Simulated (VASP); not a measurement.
# GaP (F-43m) in VASP: settings compared

The runs below take GaP through single point, with r2SCAN, LDA.

All numbers are computed with VASP 6.6.1; they aren't measurements. Logs are shortened: lines on timing, memory, paths and dates and some standing lists are left out, and cuts for length are marked.

## Step 1: The cell of the first run

It takes space group F-43m (No. 216, cubic). The conventional cell has a = 5.451 Å, b = 5.451 Å, c = 5.451 Å, α = 90.00°, β = 90.00°, γ = 90.00°. Within 3.1 Å of Ga (site symmetry -43m) lie 4 P at 2.36 Å. Within 3.1 Å of P (site symmetry -43m) lie 4 Ga at 2.36 Å.

## Step 2: Single point, r2SCAN

POSCAR reads:

```
GaP
1.0
    0.0000000000      2.7253992957      2.7253992957
    2.7253992957      0.0000000000      2.7253992957
    2.7253992957      2.7253992957      0.0000000000
Ga P
1 1
Direct
    0.0000000000      0.0000000000      0.0000000000
    0.2500000000      0.2500000000      0.2500000000
```

INCAR.step1 reads:

```
SYSTEM = GaP
  PREC = Accurate
  ENCUT = 520
  ISMEAR = 0
  SIGMA = 0.01
  LREAL = .False.
  LASPH = .True.
  NELM = 60
  NBANDS = 16
  GGA = PE
  ALGO = Normal
  EDIFF = 1E-4
  LWAVE = .True.
  LCHARG = .False.
```

INCAR.step2 reads:

```
SYSTEM = GaP
  PREC = Accurate
  ENCUT = 520
  EDIFF = 1E-6
  ISMEAR = 0
  SIGMA = 0.01
  LREAL = .False.
  LASPH = .True.
  NELM = 60
  ALGO = Normal
  ISIF = 2
  LWAVE = .False.
  LCHARG = .False.
  METAGGA = R2SCAN
  LMIXTAU = .True.
  NBANDS = 16
  ISTART = 1
```

KPOINTS reads:

```
regular mesh
0
Gamma
  4 4 4
  0 0 0
```

Potentials or basis: VASP PAW PBE potentials, release 64 (Ga_d, P).

Started as:

```bash
> cat potpaw_PBE.64/Ga_d/POTCAR potpaw_PBE.64/P/POTCAR > POTCAR
> cp INCAR.step1 INCAR
> mpirun -np 1 vasp_std > vasp.out
> cp INCAR.step2 INCAR
> mpirun -np 1 vasp_std > vasp.out
```

OUTCAR:

```text
SYSTEM = GaP
   PREC = Accurate
   ENCUT = 520
   EDIFF = 1E-6
   ISMEAR = 0
   LREAL = .False.
   LASPH = .True.
   NELM = 60
   ISIF = 2
   METAGGA = R2SCAN
   ISTART = 1

 ion  position               nearest neighbor table
   1  0.000  0.000  0.000-   2 2.36   2 2.36   2 2.36   2 2.36
   2  0.250  0.250  0.250-   1 2.36   1 2.36   1 2.36   1 2.36

  LATTYP: Found a face centered cubic cell.
 ALAT       =     5.4507985914

  Lattice vectors:

 A1 = (   0.0000000000,   2.7253992957,   2.7253992957)
 A2 = (   2.7253992957,   0.0000000000,   2.7253992957)
 A3 = (   2.7253992957,   2.7253992957,   0.0000000000)

Analysis of symmetry for initial positions (statically):
=====================================================================
 Subroutine PRICEL returns:
 Original cell was already a primitive cell.

 Routine SETGRP: Setting up the symmetry group for a
 face centered cubic supercell.

 Subroutine GETGRP returns: Found 24 space group operations
 (whereof 24 operations were pure point group operations)
 out of a pool of 48 trial point group operations.

The static configuration has the point symmetry T_d .

Analysis of symmetry for dynamics (positions and initial velocities):
=====================================================================
 Subroutine PRICEL returns:
 Original cell was already a primitive cell.

 Routine SETGRP: Setting up the symmetry group for a
 face centered cubic supercell.

 Subroutine GETGRP returns: Found 24 space group operations
 (whereof 24 operations were pure point group operations)
 out of a pool of 48 trial point group operations.

The dynamic configuration has the point symmetry T_d .

 Subroutine INISYM returns: Found 24 space group operations
 (whereof 24 operations are pure point group operations),
 and found     1 'primitive' translations

----------------------------------------------------------------------------------------

                                     Primitive cell

  volume of cell :      40.4874

  direct lattice vectors                    reciprocal lattice vectors
     0.000000000  2.725399296  2.725399296    -0.183459356  0.183459356  0.183459356
     2.725399296  0.000000000  2.725399296     0.183459356 -0.183459356  0.183459356
     2.725399296  2.725399296  0.000000000     0.183459356  0.183459356 -0.183459356

  length of vectors
     3.854296647  3.854296647  3.854296647     0.317760926  0.317760926  0.317760926

  position of ions in fractional coordinates (direct lattice)
     0.000000000  0.000000000  0.000000000
     0.250000000  0.250000000  0.250000000

  ion indices of the primitive-cell ions
   primitive index   ion index
                 1           1
                 2           2

----------------------------------------------------------------------------------------

 KPOINTS: regular mesh

Automatic generation of k-mesh.
 Grid dimensions read from file:
 generate k-points for:    4    4    4

 Generating k-lattice:

  Cartesian coordinates                     Fractional coordinates (reciprocal lattice)
    -0.045864839  0.045864839  0.045864839     0.250000000  0.000000000  0.000000000
     0.045864839 -0.045864839  0.045864839     0.000000000  0.250000000  0.000000000
     0.045864839  0.045864839 -0.045864839     0.000000000  0.000000000  0.250000000

  Length of vectors
     0.079440231  0.079440231  0.079440231

  Shift w.r.t. Gamma in fractional coordinates (k-lattice)
     0.000000000  0.000000000  0.000000000

 Subroutine IBZKPT returns following result:
 ===========================================

 Found      8 irreducible k-points:

 Following reciprocal coordinates:
            Coordinates               Weight
  0.000000  0.000000  0.000000      1.000000
  0.250000  0.000000  0.000000      8.000000
  0.500000  0.000000  0.000000      4.000000
  0.250000  0.250000  0.000000      6.000000
  0.500000  0.250000  0.000000     24.000000
 -0.250000  0.250000  0.000000     12.000000
  0.500000  0.500000  0.000000      3.000000
 -0.250000  0.500000  0.250000      6.000000
   k-points           NKPTS =      8   k-points in BZ     NKDIM =      8   number of bands    NBANDS=     16
   number of dos      NEDOS =    301   number of ions     NIONS =      2
   total plane-waves  NPLWV =  27000
   dimension x,y,z NGX =    30 NGY =   30 NGZ =   30
   dimension x,y,z NGXF=    60 NGYF=   60 NGZF=   60
   ions per type =               1   1
   NGX,Y,Z   is equivalent  to a cutoff of  12.94, 12.94, 12.94 a.u.
   NGXF,Y,Z  is equivalent  to a cutoff of  25.88, 25.88, 25.88 a.u.
 SYSTEM =  GaP
   PREC   = accura    normal or accurate (medium, high low for compatibility)
   ISTART =      1    job   : 0-new  1-cont  2-samecut
   ICHARG =      0    charge: 1-file 2-atom 10-const
   ISPIN  =      1    spin polarized calculation?
   LNONCOLLINEAR =      F non collinear calculations
   LSORBIT =      F    spin-orbit coupling
   LASPH  =      T    aspherical Exc in radial PAW
   ENCUT  =  520.0 eV  38.22 Ry    6.18 a.u.   7.17  7.17  7.17*2*pi/ulx,y,z
   NELM   =     60;   NELMIN=  2; NELMDL=  0     # of ELM steps
   EDIFF  = 0.1E-05   stopping-criterion for ELM
   LREAL  =      F    real-space projection
   EDIFFG = 0.1E-04   stopping-criterion for IOM
   NSW    =      0    number of steps for IOM
   IBRION =     -1    ionic relax: 0-MD 1-quasi-New 2-CG
   NFREE  =      0    steps in history (QN), initial steepest desc. (CG)
   ISIF   =      2    stress and relaxation
   ISYM   =      2    0-nonsym 1-usesym 2-fastsym
   POTIM  = 0.5000    time-step for ionic-motion
   TEBEG  =    0.0;   TEEND  =   0.0 temperature during run
   PSTRESS=    0.0 pullay stress
   NELECT =      18.0000    total number of electrons
   NUPDOWN=      -1.0000    fix difference up-down
   EMIN   =  10.00;   EMAX   =-10.00  energy-range for DOS
   EFERMI =   0.00;   METHOD = LEGACY
   ISMEAR =     0;   SIGMA  =   0.01  broadening in eV -4-tet -1-fermi 0-gaus
   EFERMI_NEDOS =   21; number of points for ismear=-14 and -15
   IALGO  =     38    algorithm
   IMIX   =      4    mixing-type and parameters
     AMIX     =   0.40;   BMIX     =  1.00
     AMIX_MAG =   1.60;   BMIX_MAG =  1.00
  volume/ion in A,a.u.               =      20.24       136.61
  Fermi-wavevector in a.u.,A,eV,Ry     =   1.249469  2.361154 21.241049  1.561173
  Thomas-Fermi vector in A             =   2.383508
   LORBIT       =      0    0 simple, 1 ext, 2 COOP (PROOUT), +10 PAW based schemes
   METAGGA = R2SCAN    functional components
   LHFCALC =     F    Hartree Fock is set to
   AEXX    =    0.0000 exact exchange contribution
   IVDW    =     0    specifies the selected vdW correction
   LEPSILON=     F    determine dielectric tensor
   LRPA    =     F    only Hartree local field effects (RPA)
 non-spin polarized calculation
 Gauss-broadening in eV      SIGMA  =   0.01
  energy-cutoff  :      520.00
  volume of cell :       40.49
 maximum number of plane-waves:      1106
 NGX is ok and might be reduce to    30
   NGX = 15   NGY = 15   NGZ = 15

 number of electron      17.9999989 magnetization

 Free energy of the ion-electron system (eV)
  ---------------------------------------------------
  ext. energy  EPLUGINS =         0.00000000
  ---------------------------------------------------
  free energy    TOTEN  =       -21.33216592 eV

  energy without entropy =      -21.33216592  energy(sigma->0) =      -21.33216592

 E-fermi :   4.5614     XC(G=0): -10.5318

 val. band max:        4.5005070599   @ k =   0.0000   0.0000   0.0000
 cond. band min:       6.3847823263   @ k =   0.5000   0.5000   0.0000
 fundamental gap:      1.8842752664
 Fermi energy:         4.5613907906

 k-point     1 :       0.0000    0.0000    0.0000
  band No.  band energies     occupation
      1     -10.5315      2.00000
      2     -10.5315      2.00000
      3     -10.5314      2.00000
      4     -10.4186      2.00000
      5     -10.4186      2.00000
      6      -8.5227      2.00000
[... 8 lines left out ...]
     15      14.7511      0.00000
     16      14.7511      0.00000

 k-point     2 :       0.2500    0.0000    0.0000
  band No.  band energies     occupation
      1     -10.5810      2.00000
      2     -10.5156      2.00000
      3     -10.5156      2.00000
      4     -10.4173      2.00000
      5     -10.4173      2.00000
      6      -7.7069      2.00000
[... 8 lines left out ...]
     15      13.9475      0.00000
     16      15.0208      0.00000

 k-point     3 :       0.5000    0.0000    0.0000
  band No.  band energies     occupation
      1     -10.6221      2.00000
      2     -10.5042      2.00000
      3     -10.5042      2.00000
      4     -10.4112      2.00000
      5     -10.4112      2.00000
      6      -6.3581      2.00000
[... 8 lines left out ...]
     15      16.8103      0.00000
     16      16.8103      0.00000

 k-point     4 :       0.2500    0.2500    0.0000
  band No.  band energies     occupation
      1     -10.6060      2.00000
      2     -10.4975      2.00000
      3     -10.4974      2.00000
      4     -10.4355      2.00000
      5     -10.4070      2.00000
      6      -7.4327      2.00000
[... 8 lines left out ...]
     15      15.7552      0.00000
     16      17.9198      0.00000

 k-point     5 :       0.5000    0.2500    0.0000
  band No.  band energies     occupation
      1     -10.6346      2.00000
      2     -10.4888      2.00000
      3     -10.4813      2.00000
      4     -10.4341      2.00000
      5     -10.4052      2.00000
      6      -6.0205      2.00000
[... 8 lines left out ...]
     15      16.9093      0.00000
     16      18.5153      0.00000

 k-point     6 :      -0.2500    0.2500    0.0000
  band No.  band energies     occupation
      1     -10.6170      2.00000
      2     -10.4991      2.00000
      3     -10.4955      2.00000
      4     -10.4198      2.00000
      5     -10.4168      2.00000
      6      -6.5520      2.00000
[... 8 lines left out ...]
     15      16.2491      0.00000
     16      18.6167      0.00000

 k-point     7 :       0.5000    0.5000    0.0000
  band No.  band energies     occupation
      1     -10.6599      2.00000
      2     -10.4616      2.00000
      3     -10.4616      2.00000
      4     -10.4560      2.00000
      5     -10.3954      2.00000
      6      -5.4181      2.00000
[... 8 lines left out ...]
     15      17.5172      0.00000
     16      18.1649      0.00000

 k-point     8 :      -0.2500    0.5000    0.2500
  band No.  band energies     occupation
      1     -10.6407      2.00000
      2     -10.4889      2.00000
      3     -10.4666      2.00000
      4     -10.4351      2.00000
      5     -10.4091      2.00000
      6      -5.3227      2.00000
[... 8 lines left out ...]
     15      17.0611      0.00000
     16      19.0209      0.00000

------------------------ aborting loop because EDIFF is reached ----------------------------------------

  FORCE on cell =-STRESS in cart. coord.  units (eV):
  Direction    XX          YY          ZZ          XY          YZ          ZX
  --------------------------------------------------------------------------------------
  -------------------------------------------------------------------------------------
  Total        0.0918038      0.0918038      0.0918038      0.0000000      0.0000000      0.0000000
  in kB        3.6328790      3.6328790      3.6328790      0.0000000      0.0000000      0.0000000
  external PRESSURE =       3.6328790 kB  Pullay stress =       0.0000000 kB

 VOLUME and BASIS-vectors are now :
 -----------------------------------------------------------------------------
  energy-cutoff  :      520.00
  volume of cell :       40.49
      direct lattice vectors                 reciprocal lattice vectors
     0.000000000  2.725399296  2.725399296    -0.183459356  0.183459356  0.183459356
     2.725399296  0.000000000  2.725399296     0.183459356 -0.183459356  0.183459356
     2.725399296  2.725399296  0.000000000     0.183459356  0.183459356 -0.183459356

 POSITION                                       TOTAL-FORCE (eV/Angst)
 -----------------------------------------------------------------------------------
      0.00000      0.00000      0.00000        -0.000000     -0.000000      0.000000
      1.36270      1.36270      1.36270         0.000000      0.000000     -0.000000
 -----------------------------------------------------------------------------------
    total drift:                                0.000010      0.000010      0.000010

  FREE ENERGIE OF THE ION-ELECTRON SYSTEM (eV)
  ---------------------------------------------------
  free  energy   TOTEN  =       -21.3321659201 eV

  energy  without entropy=      -21.3321659201  energy(sigma->0) =      -21.33216592
```

It took 14 s on 1 thread of AMD EPYC 9R45 (Zen 5), shared host; peak memory 0.14 GiB.

What came out:

```
Free energy            : -21.3322 eV
Pressure               : 0.4 GPa
Band gap on the k mesh : 1.88 eV, indirect (least direct gap 2.34 eV)
```

Caveat: the k points lie up to 0.50 Å⁻¹ apart; the PAW data sets were made with another functional, which shifts forces and pressure a little. r2SCAN opens gaps a little over a GGA but as a rule still falls short of measured ones.

## Step 3: Single point, LDA

INCAR reads:

```
SYSTEM = GaP
PREC     = Accurate       ! precision mode
ENCUT    = 520            ! plane-wave cutoff, eV
EDIFF    = 1E-6           ! SCF threshold, eV
ISMEAR   = 0              ! smearing method
SIGMA    = 0.01           ! smearing width, eV
LREAL    = .FALSE.        ! projectors in reciprocal space
LASPH    = .TRUE.         ! aspherical terms in the spheres
NELM     = 60             ! most SCF steps
ALGO     = Normal         ! electronic algorithm
ISIF     = 2              ! what is computed and relaxed
LWAVE    = .FALSE.        ! write WAVECAR
LCHARG   = .FALSE.        ! write CHGCAR
GGA      = CA             ! functional
NBANDS   = 16             ! bands
```

KPOINTS reads:

```
Automatic mesh
0
G
  8 8 8
  0 0 0
```

POSCAR is that of step 2.

Potentials or basis: VASP PAW LDA potentials, release 64 (Ga_d, P).

Started as:

```bash
> cat potpaw_LDA.64/Ga_d/POTCAR potpaw_LDA.64/P/POTCAR > POTCAR
> mpirun -np 1 vasp_std > vasp.out
```

It took 7.7 s on 1 thread of AMD EPYC 9R45 (Zen 5), shared host; peak memory 0.12 GiB.

The run converged. Its results:

```
Free energy            : -10.4401 eV
Pressure               : -2.7 GPa
Band gap on the k mesh : 1.49 eV, indirect (least direct gap 1.64 eV)
```

Levels at points of the mesh, in eV from the valence-band top:
```csv
k point,band 7,band 8,band 9,band 10,band 11,band 12
"(0.00, 0.00, 0.00)",0.00,0.00,0.00,1.64,3.79,3.79
"(0.50, 0.00, 0.00)",-6.71,-1.13,-1.13,1.51,4.63,4.63
"(0.50, 0.50, 0.00)",-6.84,-2.71,-2.71,1.50,1.68,10.45
```
